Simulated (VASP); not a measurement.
Write the native input for VASP 6.6.1 that does the following.

- Task: relaxation of cell and atoms
- Functional: PBE
- Potentials or basis: VASP PAW PBE potentials, release 64 (Nb_sv)
- Cutoff: 600 eV
- k mesh: 24 × 24 × 24
- Occupations: gaussian, width 0.1 eV
- Spin: no spin polarisation
- Dipole correction: no
- Further INCAR settings: ALGO = Fast; EDIFF = 1e-07; IBRION = 2; EDIFFG = -0.01; NSW = 100; ISIF = 3

The structure of Nb lies in POSCAR:

```
Nb
1.0
   -1.6565184360      1.6565184360      1.6565184360
    1.6565184360     -1.6565184360      1.6565184360
    1.6565184360      1.6565184360     -1.6565184360
Nb
1
Direct
    0.0000000000      0.0000000000      0.0000000000
```

The input as run:

INCAR

```
SYSTEM = Nb
PREC     = Accurate       ! precision mode
ENCUT    = 600            ! plane-wave cutoff, eV
EDIFF    = 1E-7           ! SCF threshold, eV
ISMEAR   = 0              ! smearing method
SIGMA    = 0.1            ! smearing width, eV
LREAL    = .FALSE.        ! projectors in reciprocal space
LASPH    = .TRUE.         ! aspherical terms in the spheres
NELM     = 60             ! most SCF steps
ALGO     = Fast           ! electronic algorithm
ISIF     = 3              ! what is computed and relaxed
LWAVE    = .FALSE.        ! write WAVECAR
LCHARG   = .FALSE.        ! write CHGCAR
GGA      = PE             ! functional
IBRION   = 2              ! ionic algorithm
NSW      = 100            ! ionic steps
EDIFFG   = -0.01          ! ionic threshold
```

KPOINTS

```
regular mesh
0
G
  24 24 24
  0 0 0
```

Potentials or basis: VASP PAW PBE potentials, release 64 (Nb_sv).

Launch:

```sh
$ cat potpaw_PBE.64/Nb_sv/POTCAR > POTCAR
$ mpirun -np 1 vasp_std > vasp.out
```

Results of the run:

```
Relaxed volume                         : 18.10 Å³/atom
Relaxed cell                           : a = 2.865 Å, b = 2.865 Å, c = 2.865 Å, α = 109.47°, β = 109.47°, γ = 109.47°
Space group after relaxing (to 0.05 Å) : Im-3m (No. 229)
Energy gained by relaxing              : 0.2 meV/atom
Ionic steps                            : 3
Pressure after relaxing                : 0.0 GPa
```

It took 11 min on 1 thread of AMD EPYC 7R13 (shared host), peak memory 0.2 GiB.
